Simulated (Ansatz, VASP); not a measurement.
One calculation of Co2Si, two programs

The input INCAR:

```
PREC = Accurate ; ENCUT = 600
EDIFF = 1E-6 ; ISMEAR = 0
SIGMA = 0.1 ; LREAL = False
LASPH = True ; NELM = 200
ALGO = Normal ; ISIF = 2
LWAVE = False ; LCHARG = False
ISPIN = 2 ; MAGMOM = 3 3 3 3 3 3 3 3 0 0 0 0
LORBIT = 11 ; LMAXMIX = 4
GGA = PE ; NBANDS = 60
GGA_COMPAT = False ; KPAR = 4
```

The input KPOINTS:

```
Automatic mesh
0
Gamma
  4 6 4
```

File POSCAR:

```
Co2Si
1.0
    4.9180002200      0.0000000000      0.0000000000
    0.0000000000      3.7379999200      0.0000000000
    0.0000000000      0.0000000000      7.1090002100
Co Si
8 4
Direct
    0.9620000000      0.7500000000      0.2179999900
    0.0380000000      0.2500000000      0.7820000100
    0.5380000000      0.2500000000      0.7179999900
    0.4620000000      0.7500000000      0.2820000100
    0.8259999700      0.7500000000      0.5619999800
    0.1740000300      0.2500000000      0.4380000200
    0.6740000300      0.2500000000      0.0619999800
    0.3259999700      0.7500000000      0.9380000200
    0.2980000000      0.7500000000      0.6110000000
    0.7020000000      0.2500000000      0.3890000000
    0.2020000000      0.2500000000      0.1110000000
    0.7980000000      0.7500000000      0.8890000000
```

Input for Ansatz:

```yaml
crystal:
  lattice:
    - [4.91800022, 0.0, 0.0]
    - [0.0, 3.73799992, 0.0]
    - [0.0, 0.0, 7.10900021]
  atoms:
    - { symbol: Co, position: [0.962, 0.75, 0.21799999], spin: 3.0 }
    - { symbol: Co, position: [0.038, 0.25, 0.78200001], spin: 3.0 }
    - { symbol: Co, position: [0.538, 0.25, 0.71799999], spin: 3.0 }
    - { symbol: Co, position: [0.462, 0.75, 0.28200001], spin: 3.0 }
    - { symbol: Co, position: [0.82599997, 0.75, 0.56199998], spin: 3.0 }
    - { symbol: Co, position: [0.17400003, 0.25, 0.43800002], spin: 3.0 }
    - { symbol: Co, position: [0.67400003, 0.25, 0.06199998], spin: 3.0 }
    - { symbol: Co, position: [0.32599997, 0.75, 0.93800002], spin: 3.0 }
    - { symbol: Si, position: [0.298, 0.75, 0.611] }
    - { symbol: Si, position: [0.702, 0.25, 0.389] }
    - { symbol: Si, position: [0.202, 0.25, 0.111] }
    - { symbol: Si, position: [0.798, 0.75, 0.889] }
basis:
  ecutwfc: 420
kpoints:
  mp_grid: { grid: [4, 6, 4] }
hamiltonian:
  xc: pbe
scf:
  occupations: { method: gaussian, width: 0.1 }
  lower_state_search: "off"
output:
  forces: true
  stress: true
  eigenvalues: true
  populations: true
magnetization:
  spin_polarized: true
```

Alike in both runs: task single point; functional PBE; k mesh 4 × 6 × 4; occupations gaussian, width 0.1 eV; collinear spin.

|  | VASP | Ansatz |
| --- | --- | --- |
| version | VASP 6.6.1 | Ansatz 0.2.0 |
| potentials or method | VASP PAW PBE potentials, release 64 (Co, Si), cutoff 600 eV | scalar-relativistic, plane waves, PAW |
| valence electrons in the cell | 88 | 152 |

```csv
,VASP,Ansatz,Ansatz less VASP
gap on the k mesh at the Fermi level (eV),none,none,-
pressure (GPa),-5.1,-5.0,+0.13
"traceless stress, the component that is largest in VASP (GPa)",-0.49,-0.60,-0.112
rms of the force components (eV/Å),0.092,0.092,+0.0004
net moment per atom (μB),0.26,0.26,+0.003
size of the moment on the site where the two differ most (μB),0.30,0.32,+0.016
```

Site moments also hang on the region over which each program counts them. Atom by atom the forces differ by 0.008 eV/Å (rms over components). A gap of «none» marks a metal or a gap that the smearing closes. With one functional, cell and mesh, what is left measures potentials, basis and numerics. VASP's potentials hold 88 valence electrons a cell and Ansatz's 152, so a difference there can come from the potentials and not from the codes.
